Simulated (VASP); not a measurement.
# Cr (P6_3/mmc) in VASP: notebook

Runs on Cr. Level: r2SCAN. Tasks: single point.

All numbers are computed with VASP 6.6.1; they aren't measurements. Logs are shortened: lines on timing, memory, paths and dates and some standing lists are left out, and cuts for length are marked.

### Step 1. The cell of the first run

Symmetry: P6_3/mmc, No. 194, hexagonal system. The conventional cell has a = 2.714 Å, b = 2.714 Å, c = 4.410 Å, α = 90.00°, β = 90.00°, γ = 120.00°. Cr (site symmetry -6m2) has 12 Cr at 2.71 Å within 3.6 Å.

This isn't the form of Cr at room conditions, which is bcc.

### Step 2. Single point, r2SCAN

File POSCAR:

```
Cr
1.0
    2.7140000000      0.0000000000      0.0000000000
   -1.3570000000      2.3503929500      0.0000000000
    0.0000000000      0.0000000000      4.4100000000
Cr
2
Direct
    0.3333333333      0.6666666667      0.2500000000
    0.6666666667      0.3333333333      0.7500000000
```

File INCAR.step1:

```
PREC = Accurate ; ENCUT = 550
ISMEAR = -1 ; SIGMA = 0.3
LREAL = F ; LASPH = T
NELM = 120 ; NBANDS = 19
GGA = PE ; ALGO = Normal
EDIFF = 1E-5 ; LWAVE = T
LCHARG = F ; GGA_COMPAT = F
```

File INCAR.step2:

```
PREC = Accurate ; ENCUT = 550
EDIFF = 1E-6 ; ISMEAR = -1
SIGMA = 0.3 ; LREAL = F
LASPH = T ; NELM = 120
ALGO = Normal ; ISIF = 2
LWAVE = F ; LCHARG = F
METAGGA = R2SCAN ; LMIXTAU = T
NBANDS = 19 ; ISTART = 1
GGA_COMPAT = F
```

File KPOINTS:

```
Automatic mesh
0
Gamma
  6 6 3
```

Potentials or basis: VASP PAW PBE potentials, release 64 (Cr_pv).

On the command line:

```sh
cat potpaw_PBE.64/Cr_pv/POTCAR > POTCAR
cp INCAR.step1 INCAR
mpirun -np 1 vasp_std > vasp.out
cp INCAR.step2 INCAR
mpirun -np 1 vasp_std > vasp.out
```

OUTCAR:

```text
PREC = Accurate
   ENCUT = 550
   EDIFF = 1E-6
   ISMEAR = -1
   LREAL = F
   LASPH = T
   NELM = 120
   ISIF = 2
   METAGGA = R2SCAN
   ISTART = 1

 ion  position               nearest neighbor table
   1  0.333  0.667  0.250-   2 2.71   2 2.71   2 2.71   2 2.71   2 2.71   2 2.71
   2  0.667  0.333  0.750-   1 2.71   1 2.71   1 2.71   1 2.71   1 2.71   1 2.71

  LATTYP: Found a hexagonal cell.
 ALAT       =     2.7140000000
 C/A-ratio  =     1.6249078850

  Lattice vectors:

 A1 = (   2.7140000000,   0.0000000000,   0.0000000000)
 A2 = (  -1.3570000000,   2.3503929500,   0.0000000000)
 A3 = (   0.0000000000,   0.0000000000,   4.4100000000)

Analysis of symmetry for initial positions (statically):
=====================================================================
 Subroutine PRICEL returns:
 Original cell was already a primitive cell.

 Routine SETGRP: Setting up the symmetry group for a
 hexagonal supercell.

 Subroutine GETGRP returns: Found 24 space group operations
 (whereof 12 operations were pure point group operations)
 out of a pool of 24 trial point group operations.

The static configuration has the point symmetry D_3d.
 The point group associated with its full space group is D_6h.

Analysis of symmetry for dynamics (positions and initial velocities):
=====================================================================
 Subroutine PRICEL returns:
 Original cell was already a primitive cell.

 Routine SETGRP: Setting up the symmetry group for a
 hexagonal supercell.

 Subroutine GETGRP returns: Found 24 space group operations
 (whereof 12 operations were pure point group operations)
 out of a pool of 24 trial point group operations.

The dynamic configuration has the point symmetry D_3d.
 The point group associated with its full space group is D_6h.

 Subroutine INISYM returns: Found 24 space group operations
 (whereof 12 operations are pure point group operations),
 and found     1 'primitive' translations

----------------------------------------------------------------------------------------

                                     Primitive cell

  volume of cell :      28.1312

  direct lattice vectors                    reciprocal lattice vectors
     2.714000000  0.000000000  0.000000000     0.368459838  0.212730386  0.000000000
    -1.357000000  2.350392950  0.000000000     0.000000000  0.425460772  0.000000000
     0.000000000  0.000000000  4.410000000     0.000000000  0.000000000  0.226757370

  length of vectors
     2.714000000  2.714000004  4.410000000     0.425460773  0.425460772  0.226757370

  position of ions in fractional coordinates (direct lattice)
     0.333333333  0.666666667  0.250000000
     0.666666667  0.333333333  0.750000000

  ion indices of the primitive-cell ions
   primitive index   ion index
                 1           1
                 2           2

----------------------------------------------------------------------------------------

 KPOINTS: Automatic mesh

Automatic generation of k-mesh.
 Grid dimensions read from file:
 generate k-points for:    6    6    3

 Generating k-lattice:

  Cartesian coordinates                     Fractional coordinates (reciprocal lattice)
     0.061409973  0.035455064  0.000000000     0.166666667  0.000000000  0.000000000
     0.000000000  0.070910129  0.000000000     0.000000000  0.166666667  0.000000000
     0.000000000  0.000000000  0.075585790     0.000000000  0.000000000  0.333333333

  Length of vectors
     0.070910129  0.070910129  0.075585790

  Shift w.r.t. Gamma in fractional coordinates (k-lattice)
     0.000000000  0.000000000  0.000000000

 Subroutine IBZKPT returns following result:
 ===========================================

 Found     14 irreducible k-points:

 Following reciprocal coordinates:
            Coordinates               Weight
  0.000000  0.000000  0.000000      1.000000
  0.166667  0.000000  0.000000      6.000000
  0.333333 -0.000000  0.000000      6.000000
  0.500000  0.000000  0.000000      3.000000
  0.166667  0.166667  0.000000      6.000000
  0.333333  0.166667  0.000000     12.000000
  0.333333  0.333333  0.000000      2.000000
  0.000000  0.000000  0.333333      2.000000
  0.166667  0.000000  0.333333     12.000000
  0.333333 -0.000000  0.333333     12.000000
  0.500000  0.000000  0.333333      6.000000
  0.166667  0.166667  0.333333     12.000000
  0.333333  0.166667  0.333333     24.000000
  0.333333  0.333333  0.333333      4.000000
   k-points           NKPTS =     14   k-points in BZ     NKDIM =     14   number of bands    NBANDS=     19
   number of dos      NEDOS =    301   number of ions     NIONS =      2
   total plane-waves  NPLWV =  20736
   dimension x,y,z NGX =    24 NGY =   24 NGZ =   36
   dimension x,y,z NGXF=    48 NGYF=   48 NGZF=   72
   ions per type =               2
   NGX,Y,Z   is equivalent  to a cutoff of  14.70, 14.70, 13.57 a.u.
   NGXF,Y,Z  is equivalent  to a cutoff of  29.40, 29.40, 27.14 a.u.
 SYSTEM =  unknown system
   PREC   = accura    normal or accurate (medium, high low for compatibility)
   ISTART =      1    job   : 0-new  1-cont  2-samecut
   ICHARG =      0    charge: 1-file 2-atom 10-const
   ISPIN  =      1    spin polarized calculation?
   LNONCOLLINEAR =      F non collinear calculations
   LSORBIT =      F    spin-orbit coupling
   LASPH  =      T    aspherical Exc in radial PAW
   ENCUT  =  550.0 eV  40.42 Ry    6.36 a.u.   5.19  5.19  8.43*2*pi/ulx,y,z
   NELM   =    120;   NELMIN=  2; NELMDL=  0     # of ELM steps
   EDIFF  = 0.1E-05   stopping-criterion for ELM
   LREAL  =      F    real-space projection
   EDIFFG = 0.1E-04   stopping-criterion for IOM
   NSW    =      0    number of steps for IOM
   IBRION =     -1    ionic relax: 0-MD 1-quasi-New 2-CG
   NFREE  =      0    steps in history (QN), initial steepest desc. (CG)
   ISIF   =      2    stress and relaxation
   ISYM   =      2    0-nonsym 1-usesym 2-fastsym
   POTIM  = 0.5000    time-step for ionic-motion
   TEBEG  =    0.0;   TEEND  =   0.0 temperature during run
   PSTRESS=    0.0 pullay stress
   NELECT =      24.0000    total number of electrons
   NUPDOWN=      -1.0000    fix difference up-down
   EMIN   =  10.00;   EMAX   =-10.00  energy-range for DOS
   EFERMI =   0.00;   METHOD = LEGACY
[... 32 lines left out ...]

 E-fermi :   8.2808     XC(G=0): -13.7053

 val. band max:        8.2445713277   @ k =   0.1667   0.0000   0.3333
 cond. band min:       8.3086178648   @ k =   0.3333   0.1667   0.0000
 fundamental gap:      0.0640465371
 Fermi energy:         8.2807885114

 k-point     1 :       0.0000    0.0000    0.0000
  band No.  band energies     occupation
      1     -36.5073      2.00000
      2     -36.0901      2.00000
      3     -36.0901      2.00000
      4     -36.0212      2.00000
      5     -36.0212      2.00000
      6     -35.9955      2.00000
[... 11 lines left out ...]
     18      10.1815      0.00354
     19      11.3725      0.00007

 k-point     2 :       0.1667    0.0000    0.0000
  band No.  band energies     occupation
      1     -36.4632      2.00000
      2     -36.1850      2.00000
      3     -36.1196      2.00000
      4     -36.1183      2.00000
      5     -36.0364      2.00000
      6     -36.0129      2.00000
[... 11 lines left out ...]
     18      11.3700      0.00007
     19      12.2765      0.00000

 k-point     3 :       0.3333   -0.0000    0.0000
  band No.  band energies     occupation
      1     -36.3776      2.00000
      2     -36.3572      2.00000
      3     -36.3035      2.00000
      4     -36.1756      2.00000
      5     -36.0693      2.00000
      6     -36.0651      2.00000
[... 11 lines left out ...]
     18      11.3664      0.00007
     19      11.4607      0.00005

 k-point     4 :       0.5000    0.0000    0.0000
  band No.  band energies     occupation
      1     -36.4747      2.00000
      2     -36.3925      2.00000
      3     -36.2800      2.00000
      4     -36.2026      2.00000
      5     -36.1154      2.00000
      6     -36.0866      2.00000
[... 11 lines left out ...]
     18      11.3640      0.00007
     19      11.6089      0.00003

 k-point     5 :       0.1667    0.1667    0.0000
  band No.  band energies     occupation
      1     -36.3873      2.00000
      2     -36.2893      2.00000
      3     -36.2796      2.00000
      4     -36.1541      2.00000
      5     -36.0878      2.00000
      6     -36.0485      2.00000
[... 11 lines left out ...]
     18      11.3667      0.00007
     19      11.4671      0.00005

 k-point     6 :       0.3333    0.1667    0.0000
  band No.  band energies     occupation
      1     -36.4235      2.00000
      2     -36.3560      2.00000
      3     -36.2813      2.00000
      4     -36.2383      2.00000
      5     -36.1412      2.00000
      6     -36.1141      2.00000
[... 11 lines left out ...]
     18      11.3680      0.00007
     19      11.6774      0.00002

 k-point     7 :       0.3333    0.3333    0.0000
  band No.  band energies     occupation
      1     -36.3940      2.00000
      2     -36.3211      2.00000
      3     -36.3211      2.00000
      4     -36.2402      2.00000
      5     -36.1909      2.00000
      6     -36.1909      2.00000
[... 11 lines left out ...]
     18      11.3474      0.00007
     19      13.9231      0.00000

 k-point     8 :       0.0000    0.0000    0.3333
  band No.  band energies     occupation
      1     -36.3821      2.00000
      2     -36.1263      2.00000
      3     -36.0729      2.00000
      4     -36.0729      2.00000
      5     -36.0385      2.00000
      6     -36.0385      2.00000
[... 11 lines left out ...]
     18      10.0659      0.00520
     19      11.4660      0.00005

 k-point     9 :       0.1667    0.0000    0.3333
  band No.  band energies     occupation
      1     -36.3719      2.00000
      2     -36.1963      2.00000
      3     -36.1471      2.00000
      4     -36.0989      2.00000
      5     -36.0676      2.00000
      6     -36.0572      2.00000
[... 11 lines left out ...]
     18      10.6738      0.00069
     19      11.4686      0.00005

 k-point    10 :       0.3333   -0.0000    0.3333
  band No.  band energies     occupation
      1     -36.4327      2.00000
      2     -36.3736      2.00000
      3     -36.2074      2.00000
      4     -36.1492      2.00000
      5     -36.0960      2.00000
      6     -36.0898      2.00000
[... 11 lines left out ...]
     18      11.2856      0.00009
     19      11.4515      0.00005

 k-point    11 :       0.5000    0.0000    0.3333
  band No.  band energies     occupation
      1     -36.5081      2.00000
      2     -36.4612      2.00000
      3     -36.1841      2.00000
      4     -36.1738      2.00000
      5     -36.1158      2.00000
      6     -36.1075      2.00000
[... 11 lines left out ...]
     18      11.3603      0.00007
     19      11.3784      0.00007

 k-point    12 :       0.1667    0.1667    0.3333
  band No.  band energies     occupation
      1     -36.3893      2.00000
      2     -36.3196      2.00000
      3     -36.1972      2.00000
      4     -36.1625      2.00000
      5     -36.1079      2.00000
      6     -36.0712      2.00000
[... 11 lines left out ...]
     18      11.2482      0.00010
     19      11.4707      0.00005

 k-point    13 :       0.3333    0.1667    0.3333
  band No.  band energies     occupation
      1     -36.4576      2.00000
      2     -36.4216      2.00000
      3     -36.2471      2.00000
      4     -36.1928      2.00000
      5     -36.1462      2.00000
      6     -36.0877      2.00000
[... 11 lines left out ...]
     18      11.3730      0.00007
     19      11.7837      0.00002

 k-point    14 :       0.3333    0.3333    0.3333
  band No.  band energies     occupation
      1     -36.3982      2.00000
      2     -36.3982      2.00000
      3     -36.3559      2.00000
      4     -36.2789      2.00000
      5     -36.1126      2.00000
      6     -36.1126      2.00000
[... 11 lines left out ...]
     18      11.3662      0.00007
     19      14.9001      0.00000

------------------------ aborting loop because EDIFF is reached ----------------------------------------

  FORCE on cell =-STRESS in cart. coord.  units (eV):
  Direction    XX          YY          ZZ          XY          YZ          ZX
  --------------------------------------------------------------------------------------
  -------------------------------------------------------------------------------------
  Total       -5.3286990     -5.3286990     -4.2026292      0.0000000     -0.0000000      0.0000000
  in kB     -303.4889361   -303.4889372   -239.3551342      0.0000000     -0.0000000      0.0000000
  external PRESSURE =    -282.1110025 kB  Pullay stress =       0.0000000 kB

 VOLUME and BASIS-vectors are now :
 -----------------------------------------------------------------------------
  energy-cutoff  :      550.00
  volume of cell :       28.13
      direct lattice vectors                 reciprocal lattice vectors
     2.714000000  0.000000000  0.000000000     0.368459838  0.212730386  0.000000000
    -1.357000000  2.350392950  0.000000000     0.000000000  0.425460772  0.000000000
     0.000000000  0.000000000  4.410000000     0.000000000  0.000000000  0.226757370

 POSITION                                       TOTAL-FORCE (eV/Angst)
 -----------------------------------------------------------------------------------
     -0.00000      1.56693      1.10250         0.000000      0.000000      0.000000
      1.35700      0.78346      3.30750        -0.000000      0.000000      0.000000
 -----------------------------------------------------------------------------------
    total drift:                               -0.000000      0.000000     -0.000000

  FREE ENERGIE OF THE ION-ELECTRON SYSTEM (eV)
  ---------------------------------------------------
  free  energy   TOTEN  =       -28.6010327743 eV

  energy  without entropy=      -27.4117591871  energy(sigma->0) =      -28.00639598
```

It took 45 s on 1 thread of AMD EPYC 7R13 (Zen 3), shared host; peak memory 0.12 GiB.

What came out:

| Item | Value |
| --- | --- |
| Free energy | -28.6010 eV |
| Pressure | -28.2 GPa |
| Band gap on the k mesh | zero (bands 12 and 13 overlap by 0.39 eV) |

Levels at points of the mesh, in eV from the Fermi level:
```
           k point  band 8  band 9  band 10  band 11  band 12  band 13  band 14  band 15  band 16  band 17
(0.00, 0.00, 0.00)   -3.60   -0.38    -0.30    -0.30     0.09     0.09     0.27     0.62     0.62     1.90
(0.50, 0.00, 0.00)   -3.04   -2.69    -1.22    -0.40    -0.37     0.03     2.02     2.18     2.19     3.05
```

Caveat: the k points lie up to 0.47 Å⁻¹ apart; so wide a smearing shifts energies and pressures; the PAW data sets were made with another functional, which shifts forces and pressure a little; the run has no spin polarisation, though such a crystal can be magnetic.

### Step 3. Single point, r2SCAN, collinear spin, ferromagnetic start

POSCAR is that of step 2.

File INCAR.step1:

```
SYSTEM = Cr
  PREC = Accurate
  ENCUT = 550
  ISMEAR = -1
  SIGMA = 0.3
  LREAL = .False.
  LASPH = .True.
  NELM = 200
  ISPIN = 2
  MAGMOM = 3 3
  LMAXMIX = 4
  NBANDS = 23
  GGA = PE
  ALGO = Normal
  EDIFF = 1E-5
  LWAVE = .True.
  LCHARG = .False.
  GGA_COMPAT = .False.
```

File INCAR.step2:

```
SYSTEM = Cr
  PREC = Accurate
  ENCUT = 550
  EDIFF = 1E-6
  ISMEAR = -1
  SIGMA = 0.3
  LREAL = .False.
  LASPH = .True.
  NELM = 200
  ALGO = Normal
  ISIF = 2
  LWAVE = .False.
  LCHARG = .True.
  ISPIN = 2
  MAGMOM = 3 3
  LORBIT = 11
  LMAXMIX = 4
  METAGGA = R2SCAN
  LMIXTAU = .True.
  LELF = .True.
  LVHAR = .True.
  NBANDS = 23
  ISTART = 1
  GGA_COMPAT = .False.
```

File KPOINTS:

```
regular mesh
0
Gamma
  6 6 3
  0 0 0
```

Potentials or basis: VASP PAW PBE potentials, release 64 (Cr_pv).

On the command line:

```sh
cat potpaw_PBE.64/Cr_pv/POTCAR > POTCAR
cp INCAR.step1 INCAR
mpirun -np 1 vasp_std > vasp.out
cp INCAR.step2 INCAR
mpirun -np 1 vasp_std > vasp.out
```

It took 1.8 min on 1 thread of AMD EPYC 7R13 (Zen 3), shared host; peak memory 0.14 GiB.

It converged, with:

| Item | Value |
| --- | --- |
| Free energy | -28.6010 eV |
| Pressure | -28.2 GPa |
| Band gap on the k mesh | zero (filled and empty bands overlap) |
| Net moment | 0.00 μB per cell |
| Valence electrons inside the program's atomic spheres | Cr 10.98 |

Stress tensor (GPa, compression positive):
```
-30.35   0.00   0.00
  0.00 -30.35   0.00
  0.00   0.00 -23.94
```

Levels at points of the mesh, in eV from the Fermi level:
Spin up:
```csv
k point,band 10,band 11,band 12,band 13,band 14,band 15
"(0.00, 0.00, 0.00)",-0.30,-0.30,0.09,0.09,0.27,0.62
"(0.50, 0.00, 0.00)",-1.22,-0.40,-0.37,0.03,2.02,2.18
```
Spin down:
```tsv
k point	band 8	band 9	band 10	band 11	band 12	band 13	band 14	band 15	band 16	band 17
(0.00, 0.00, 0.00)	-3.60	-0.38	-0.30	-0.30	0.09	0.09	0.27	0.62	0.62	1.90
(0.50, 0.00, 0.00)	-3.04	-2.69	-1.22	-0.40	-0.37	0.03	2.02	2.18	2.19	3.05
```

Caveat: the k points lie up to 0.47 Å⁻¹ apart; so wide a smearing shifts energies and pressures; the moments typed at the start vanished in this run; the PAW data sets were made with another functional, which shifts forces and pressure a little.

### Step 4. Single point, r2SCAN, collinear spin, antiferromagnetic start

POSCAR is that of step 3.

File INCAR.step1:

```
PREC = Accurate ; ENCUT = 550
ISMEAR = -1 ; SIGMA = 0.3
LREAL = F ; LASPH = T
NELM = 200 ; ISPIN = 2
MAGMOM = 3 -3 ; LMAXMIX = 4
NBANDS = 23 ; GGA = PE
ALGO = Normal ; EDIFF = 1E-5
LWAVE = T ; LCHARG = F
GGA_COMPAT = F
```

File INCAR.step2:

```
PREC = Accurate ; ENCUT = 550
EDIFF = 1E-6 ; ISMEAR = -1
SIGMA = 0.3 ; LREAL = F
LASPH = T ; NELM = 200
ALGO = Normal ; ISIF = 2
LWAVE = F ; LCHARG = F
ISPIN = 2 ; MAGMOM = 3 -3
LORBIT = 11 ; LMAXMIX = 4
METAGGA = R2SCAN ; LMIXTAU = T
NBANDS = 23 ; ISTART = 1
GGA_COMPAT = F
```

File KPOINTS:

```
regular mesh
0
Gamma
  6 6 3
```

On the command line:

```sh
cat potpaw_PBE.64/Cr_pv/POTCAR > POTCAR
cp INCAR.step1 INCAR
mpirun -np 1 vasp_std > vasp.out
cp INCAR.step2 INCAR
mpirun -np 1 vasp_std > vasp.out
```

It took 2.2 min on 1 thread of AMD EPYC 7R13 (Zen 3), shared host; peak memory 0.15 GiB.

It converged, with:

* Free energy: -28.6010 eV
* Pressure: -28.2 GPa
* Band gap on the k mesh: zero (filled and empty bands overlap)
* Net moment: 0.00 μB per cell
* Valence electrons inside the program's atomic spheres: Cr 10.98

Stress tensor (GPa, compression positive):
```
-30.35   0.00   0.00
  0.00 -30.35   0.00
  0.00   0.00 -23.94
```

Levels at points of the mesh, in eV from the Fermi level:
Spin up:
```tsv
k point	band 8	band 9	band 10	band 11	band 12	band 13	band 14	band 15	band 16	band 17
(0.00, 0.00, 0.00)	-3.60	-0.38	-0.30	-0.30	0.09	0.09	0.27	0.62	0.62	1.90
(0.50, 0.00, 0.00)	-3.04	-2.69	-1.22	-0.40	-0.37	0.03	2.02	2.18	2.19	3.05
```
Spin down:
```csv
k point,band 10,band 11,band 12,band 13,band 14,band 15
"(0.00, 0.00, 0.00)",-0.30,-0.30,0.09,0.09,0.27,0.62
"(0.50, 0.00, 0.00)",-1.22,-0.40,-0.37,0.03,2.02,2.18
```

Caveat: the k points lie up to 0.47 Å⁻¹ apart; so wide a smearing shifts energies and pressures; the moments typed at the start vanished in this run; the PAW data sets were made with another functional, which shifts forces and pressure a little.

The gap in the log of VASP goes by the Fermi energy; the results here count the filled bands.